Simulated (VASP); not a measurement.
# GeSe: single point with r2SCAN

GeSe:

```xyz
8
Lattice="11.2394 0.0000 0.0000 0.0000 3.7940 0.0000 0.0000 0.0000 4.5269" Properties=species:S:1:pos:R:3 pbc="T T T"
Ge    1.4486    0.9485    0.5123
Ge    9.7908    2.8455    4.0146
Ge    4.1711    2.8455    2.7758
Ge    7.0683    0.9485    1.7511
Se    9.5599    0.9485    2.3147
Se    1.6796    2.8455    2.2122
Se    7.2993    2.8455    0.0512
Se    3.9401    0.9485    4.4757
```

This cell differs from its parent crystal: uniaxial z strain -3.0%.

- Program: VASP 6.6.1
- Task: single point
- Functional: r2SCAN
- Potentials or basis: VASP PAW PBE potentials, release 64 (Ge_d, Se)
- Cutoff: 550 eV
- k mesh: 2 × 6 × 6
- Occupations: gaussian, width 0.01 eV
- Spin: no spin polarisation

| Quantity | Value |
| --- | --- |
| Pressure | 0.8 GPa |
| Largest force | 0.014 eV/Å |
| Band gap on the k mesh | 0.95 eV |

Forces on the atoms (eV/Å):
```
Ge  -0.010  0.000 -0.009
Ge   0.010  0.000  0.009
Ge   0.010  0.000 -0.009
Ge  -0.010  0.000  0.009
Se   0.004  0.000 -0.007
Se  -0.004  0.000  0.007
Se  -0.004  0.000 -0.007
Se   0.004  0.000  0.007
```

Stress tensor (GPa, compression positive):
```
0.22 0.00 0.00
0.00 1.07 0.00
0.00 0.00 1.08
```

Levels at points of the mesh, in eV from the valence-band top:
| k point | band 38 | band 39 | band 40 | band 41 | band 42 | band 43 |
| --- | --- | --- | --- | --- | --- | --- |
| (0.00, 0.00, 0.00) | -1.16 | -0.82 | 0.00 | 0.95 | 2.72 | 2.90 |
| (0.50, 0.00, 0.00) | -1.75 | -0.39 | -0.39 | 2.34 | 2.34 | 2.73 |
| (0.00, 0.50, 0.00) | -1.57 | -1.29 | -1.29 | 1.42 | 1.42 | 1.62 |
| (0.50, 0.50, 0.00) | -1.58 | -1.58 | -1.58 | 1.77 | 1.77 | 1.77 |
| (0.00, 0.00, 0.50) | -0.87 | -0.33 | -0.33 | 1.72 | 1.72 | 2.37 |
| (0.50, 0.00, 0.50) | -0.65 | -0.38 | -0.38 | 1.74 | 1.74 | 2.23 |
| (0.00, 0.50, 0.50) | -2.01 | -1.53 | -1.53 | 3.16 | 3.16 | 3.38 |
| (0.50, 0.50, 0.50) | -1.54 | -1.54 | -1.54 | 2.92 | 2.92 | 2.92 |

It took 11 min on 1 thread of AMD EPYC 9R45 (Zen 5) (shared host), peak memory 0.46 GiB.

Caveat: the cell differs from its parent crystal (uniaxial z strain -3.0%); the PAW data sets were made with another functional, which shifts forces and pressure a little. A k mesh can miss the band edges.
